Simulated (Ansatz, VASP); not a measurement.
**One calculation of CsC, two programs**

```xyz
2
Lattice="4.5908 0.0000 0.0000 -2.2954 3.9758 0.0000 0.0000 0.0000 4.2460" Properties=species:S:1:pos:R:3 pbc="T T T"
Cs    0.0000    0.0000    0.0000
C     2.2954    1.3253    2.1230
```

Alike in both runs: functional PBE; k mesh 6 × 6 × 4; occupations gaussian, width 0.1 eV; collinear spin.

Ansatz relaxed the structure, and its values are those at the end. VASP's run is a single point on that final structure, the one shown.

```csv
,VASP,Ansatz
version,VASP 6.6.1,Ansatz 0.2.0
potentials or method,"VASP PAW PBE potentials, release 64 (Cs_sv, C), cutoff 520 eV","scalar-relativistic, plane waves, PAW"
valence electrons in the cell,13,13
```

Ansatz gave:

| Item | Value |
| --- | --- |
| gap on the k mesh at the Fermi level (eV) | 0.69 |
| least direct gap on the mesh (eV) | 1.02 |
| pressure (GPa) | 0.0 |
| net moment per atom (μB) | 1.50 |
| size of the moment on the site where the two differ most (μB) | 2.41 |

What did VASP give for the same quantities?

gap on the k mesh at the Fermi level (eV): 0.68; least direct gap on the mesh (eV): 1.01; pressure (GPa): 0.1; net moment per atom (μB): 1.50; size of the moment on the site where the two differ most (μB): 1.19.

Site moments also hang on the region over which each program counts them.

Neither program's run includes spin-orbit coupling.
